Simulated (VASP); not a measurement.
# Al (Fm-3m) in VASP: single point with RPBE

Aim: the single point of Al with RPBE.

Program: VASP 6.6.1. These are calculated values, not measurements. Logs are shortened: lines on timing, memory, paths and dates and some standing lists are left out, and cuts for length are marked.

## 1. The cell of the first run

The structure is cubic, space group Fm-3m (No. 225). Conventional cell: a = 4.042 Å, b = 4.042 Å, c = 4.042 Å, α = 90.00°, β = 90.00°, γ = 90.00°. Al (site symmetry m-3m) has 12 Al at 2.86 Å within 3.8 Å.

## 2. Single point, RPBE

File INCAR:

```
PREC = Accurate ; ENCUT = 500
EDIFF = 1E-6 ; ISMEAR = 0
SIGMA = 0.1 ; LREAL = F
LASPH = T ; NELM = 120
ALGO = Normal ; ISIF = 2
LWAVE = F ; LCHARG = T
GGA = RP ; LELF = T
LVHAR = T ; NBANDS = 8
GGA_COMPAT = F
```

File KPOINTS:

```
Automatic mesh
0
Gamma
  18 18 18
```

File POSCAR:

```
Al
1.0
    0.0000000000      2.0208104482      2.0208104482
    2.0208104482      0.0000000000      2.0208104482
    2.0208104482      2.0208104482      0.0000000000
Al
1
Direct
    0.0000000000      0.0000000000      0.0000000000
```

Potentials or basis: VASP PAW PBE potentials, release 64 (Al).

Started as:

```bash
$ cat potpaw_PBE.64/Al/POTCAR > POTCAR
$ mpirun -np 1 vasp_std > vasp.out
```

OUTCAR:

```text
PREC = Accurate
   ENCUT = 500
   EDIFF = 1E-6
   ISMEAR = 0
   LREAL = F
   LASPH = T
   NELM = 120
   ISIF = 2
   GGA = RP

 ion  position               nearest neighbor table
   1  0.000  0.000  0.000-

  LATTYP: Found a face centered cubic cell.
 ALAT       =     4.0416208964

  Lattice vectors:

 A1 = (   0.0000000000,   2.0208104482,   2.0208104482)
 A2 = (   2.0208104482,   0.0000000000,   2.0208104482)
 A3 = (   2.0208104482,   2.0208104482,   0.0000000000)

Analysis of symmetry for initial positions (statically):
=====================================================================
 Subroutine PRICEL returns:
 Original cell was already a primitive cell.

 Routine SETGRP: Setting up the symmetry group for a
 face centered cubic supercell.

 Subroutine GETGRP returns: Found 48 space group operations
 (whereof 48 operations were pure point group operations)
 out of a pool of 48 trial point group operations.

The static configuration has the point symmetry O_h .

Analysis of symmetry for dynamics (positions and initial velocities):
=====================================================================
 Subroutine PRICEL returns:
 Original cell was already a primitive cell.

 Routine SETGRP: Setting up the symmetry group for a
 face centered cubic supercell.

 Subroutine GETGRP returns: Found 48 space group operations
 (whereof 48 operations were pure point group operations)
 out of a pool of 48 trial point group operations.

The dynamic configuration has the point symmetry O_h .

 Subroutine INISYM returns: Found 48 space group operations
 (whereof 48 operations are pure point group operations),
 and found     1 'primitive' translations

----------------------------------------------------------------------------------------

                                     Primitive cell

  volume of cell :      16.5047

  direct lattice vectors                    reciprocal lattice vectors
     0.000000000  2.020810448  2.020810448    -0.247425482  0.247425482  0.247425482
     2.020810448  0.000000000  2.020810448     0.247425482 -0.247425482  0.247425482
     2.020810448  2.020810448  0.000000000     0.247425482  0.247425482 -0.247425482

  length of vectors
     2.857857543  2.857857543  2.857857543     0.428553507  0.428553507  0.428553507

  position of ions in fractional coordinates (direct lattice)
     0.000000000  0.000000000  0.000000000

  ion indices of the primitive-cell ions
   primitive index   ion index
                 1           1

----------------------------------------------------------------------------------------

 KPOINTS: Automatic mesh

Automatic generation of k-mesh.
 Grid dimensions read from file:
 generate k-points for:   18   18   18

 Generating k-lattice:

  Cartesian coordinates                     Fractional coordinates (reciprocal lattice)
    -0.013745860  0.013745860  0.013745860     0.055555556  0.000000000  0.000000000
     0.013745860 -0.013745860  0.013745860     0.000000000  0.055555556  0.000000000
     0.013745860  0.013745860 -0.013745860     0.000000000  0.000000000  0.055555556

  Length of vectors
     0.023808528  0.023808528  0.023808528

  Shift w.r.t. Gamma in fractional coordinates (k-lattice)
     0.000000000  0.000000000  0.000000000

 Subroutine IBZKPT returns following result:
 ===========================================

 Found    195 irreducible k-points:

 Following reciprocal coordinates:
            Coordinates               Weight
  0.000000  0.000000  0.000000      1.000000
  0.055556  0.000000  0.000000      8.000000
  0.111111  0.000000  0.000000      8.000000
  0.166667  0.000000  0.000000      8.000000
  0.222222  0.000000  0.000000      8.000000
  0.277778  0.000000  0.000000      8.000000
[... 16 lines left out ...]
 -0.277778  0.055556  0.000000     24.000000
 -0.222222  0.055556  0.000000     24.000000
 [... further k-points ...]
   k-points           NKPTS =    195   k-points in BZ     NKDIM =    195   number of bands    NBANDS=      8
   number of dos      NEDOS =    301   number of ions     NIONS =      1
   total plane-waves  NPLWV =  13824
   dimension x,y,z NGX =    24 NGY =   24 NGZ =   24
   dimension x,y,z NGXF=    48 NGYF=   48 NGZF=   48
   ions per type =               1
   NGX,Y,Z   is equivalent  to a cutoff of  13.96, 13.96, 13.96 a.u.
   NGXF,Y,Z  is equivalent  to a cutoff of  27.92, 27.92, 27.92 a.u.
 SYSTEM =  unknown system
   PREC   = accura    normal or accurate (medium, high low for compatibility)
   ISTART =      0    job   : 0-new  1-cont  2-samecut
   ICHARG =      2    charge: 1-file 2-atom 10-const
   ISPIN  =      1    spin polarized calculation?
   LNONCOLLINEAR =      F non collinear calculations
   LSORBIT =      F    spin-orbit coupling
   LASPH  =      T    aspherical Exc in radial PAW
   ENCUT  =  500.0 eV  36.75 Ry    6.06 a.u.   5.21  5.21  5.21*2*pi/ulx,y,z
   NELM   =    120;   NELMIN=  2; NELMDL= -5     # of ELM steps
   EDIFF  = 0.1E-05   stopping-criterion for ELM
   LREAL  =      F    real-space projection
   EDIFFG = 0.1E-04   stopping-criterion for IOM
   NSW    =      0    number of steps for IOM
   IBRION =     -1    ionic relax: 0-MD 1-quasi-New 2-CG
   NFREE  =      0    steps in history (QN), initial steepest desc. (CG)
   ISIF   =      2    stress and relaxation
   ISYM   =      2    0-nonsym 1-usesym 2-fastsym
   POTIM  = 0.5000    time-step for ionic-motion
   TEBEG  =    0.0;   TEEND  =   0.0 temperature during run
   PSTRESS=    0.0 pullay stress
   NELECT =       3.0000    total number of electrons
   NUPDOWN=      -1.0000    fix difference up-down
   EMIN   =  10.00;   EMAX   =-10.00  energy-range for DOS
   EFERMI =   0.00;   METHOD = LEGACY
   ISMEAR =     0;   SIGMA  =   0.10  broadening in eV -4-tet -1-fermi 0-gaus
   EFERMI_NEDOS =   21; number of points for ismear=-14 and -15
   IALGO  =     38    algorithm
   IMIX   =      4    mixing-type and parameters
     AMIX     =   0.40;   BMIX     =  1.00
     AMIX_MAG =   1.60;   BMIX_MAG =  1.00
  volume/ion in A,a.u.               =      16.50       111.38
  Fermi-wavevector in a.u.,A,eV,Ry     =   0.927356  1.752448 11.700855  0.859989
  Thomas-Fermi vector in A             =   2.053417
   LORBIT       =      0    0 simple, 1 ext, 2 COOP (PROOUT), +10 PAW based schemes
   GGA     = RP    functional components
   LHFCALC =     F    Hartree Fock is set to
   AEXX    =    0.0000 exact exchange contribution
   IVDW    =     0    specifies the selected vdW correction
   LEPSILON=     F    determine dielectric tensor
   LRPA    =     F    only Hartree local field effects (RPA)
 non-spin polarized calculation
 Gauss-broadening in eV      SIGMA  =   0.10
  energy-cutoff  :      500.00
  volume of cell :       16.50
 maximum number of plane-waves:       444
 NGX is ok and might be reduce to    24
   NGX = 11   NGY = 11   NGZ = 11

 number of electron       3.0000000 magnetization

 Free energy of the ion-electron system (eV)
  ---------------------------------------------------
  ext. energy  EPLUGINS =         0.00000000
  ---------------------------------------------------
  free energy    TOTEN  =        -3.50548802 eV

  energy without entropy =       -3.50247667  energy(sigma->0) =       -3.50398234

 E-fermi :   8.0859     XC(G=0): -10.1393

 val. band max:        8.0716066453   @ k =  -0.2778   0.5000   0.2222
 cond. band min:       8.0945692978   @ k =  -0.4444   0.3333   0.1111
 fundamental gap:      0.0229626525
 Fermi energy:         8.0858919644

 k-point     1 :       0.0000    0.0000    0.0000
  band No.  band energies     occupation
      1      -3.0438      2.00000
      2      20.6881      0.00000
      3      20.6881      0.00000
      4      20.6881      0.00000
      5      22.3068      0.00000
      6      22.3068      0.00000
      7      22.3068      0.00000
      8      24.4812      0.00000

 k-point     2 :       0.0556    0.0000    0.0000
  band No.  band energies     occupation
      1      -2.9599      2.00000
      2      19.1934      0.00000
      3      20.3956      0.00000
      4      20.3956      0.00000
      5      22.7315      0.00000
      6      22.7315      0.00000
      7      22.8390      0.00000
      8      25.3816      0.00000

 k-point     3 :       0.1111    0.0000    0.0000
  band No.  band energies     occupation
      1      -2.7084      2.00000
      2      16.9733      0.00000
      3      19.8994      0.00000
      4      19.8994      0.00000
      5      22.8737      0.00000
      6      23.5967      0.00000
      7      23.5967      0.00000
      8      26.0066      0.00000

 k-point     4 :       0.1667    0.0000    0.0000
  band No.  band energies     occupation
      1      -2.2903      2.00000
      2      14.7363      0.00000
      3      19.4610      0.00000
      4      19.4610      0.00000
      5      22.6985      0.00000
      6      24.2000      0.00000
      7      24.2000      0.00000
      8      25.3540      0.00000

 k-point     5 :       0.2222    0.0000    0.0000
  band No.  band energies     occupation
      1      -1.7069      2.00000
      2      12.5750      0.00000
      3      19.1374      0.00000
      4      19.1374      0.00000
      5      22.5201      0.00000
      6      23.3895      0.00000
      7      23.3895      0.00000
      8      26.3255      0.00000
[... 177 lines left out ...]
 k-point    22 :      -0.3333    0.0556    0.0000
  band No.  band energies     occupation
      1       0.3571      2.00000
      2       8.0412      1.47245
      3      17.2174      0.00000
      4      20.0850      0.00000
      5      20.1562      0.00000
      6      21.5791      0.00000
      7      23.0993      0.00000
      8      25.9762      0.00000

 k-point    23 :      -0.2778    0.0556    0.0000
  band No.  band energies     occupation
      1      -0.6024      2.00000
      2       9.9261      0.00000
      3      17.2351      0.00000
      4      20.1187      0.00000
      5      21.0040      0.00000
      6      22.4410      0.00000
      7      23.0577      0.00000
      8      26.7693      0.00000

 k-point    24 :      -0.2222    0.0556    0.0000
  band No.  band energies     occupation
      1      -1.4023      2.00000
      2      11.9344      0.00000
      3      17.3971      0.00000
      4      20.2538      0.00000
      5      22.0015      0.00000
      6      23.0376      0.00000
      7      23.5055      0.00000
      8      25.7030      0.00000

 [... further k-points ...]
[... 5 lines left out ...]
  --------------------------------------------------------------------------------------
  -------------------------------------------------------------------------------------
  Total        0.1248136      0.1248136      0.1248136     -0.0000000      0.0000000      0.0000000
  in kB       12.1161858     12.1161858     12.1161858     -0.0000000      0.0000000      0.0000000
  external PRESSURE =      12.1161858 kB  Pullay stress =       0.0000000 kB

 VOLUME and BASIS-vectors are now :
 -----------------------------------------------------------------------------
  energy-cutoff  :      500.00
  volume of cell :       16.50
      direct lattice vectors                 reciprocal lattice vectors
     0.000000000  2.020810448  2.020810448    -0.247425482  0.247425482  0.247425482
     2.020810448  0.000000000  2.020810448     0.247425482 -0.247425482  0.247425482
     2.020810448  2.020810448  0.000000000     0.247425482  0.247425482 -0.247425482

 POSITION                                       TOTAL-FORCE (eV/Angst)
 -----------------------------------------------------------------------------------
      0.00000      0.00000      0.00000         0.000000      0.000000      0.000000
 -----------------------------------------------------------------------------------
    total drift:                               -0.000000      0.000000      0.000000

  FREE ENERGIE OF THE ION-ELECTRON SYSTEM (eV)
  ---------------------------------------------------
  free  energy   TOTEN  =        -3.5054880170 eV

  energy  without entropy=       -3.5024766683  energy(sigma->0) =       -3.50398234
```

Run time: 7.9 s. Hardware: 1 thread of Intel Xeon 6975P-C (Granite Rapids), shared host; peak memory 0.14 GiB.

Results:

| Item | Value |
| --- | --- |
| Free energy | -3.5055 eV |
| Pressure | 1.2 GPa |

Caveat: the PAW data sets were made with another functional, which shifts forces and pressure a little.
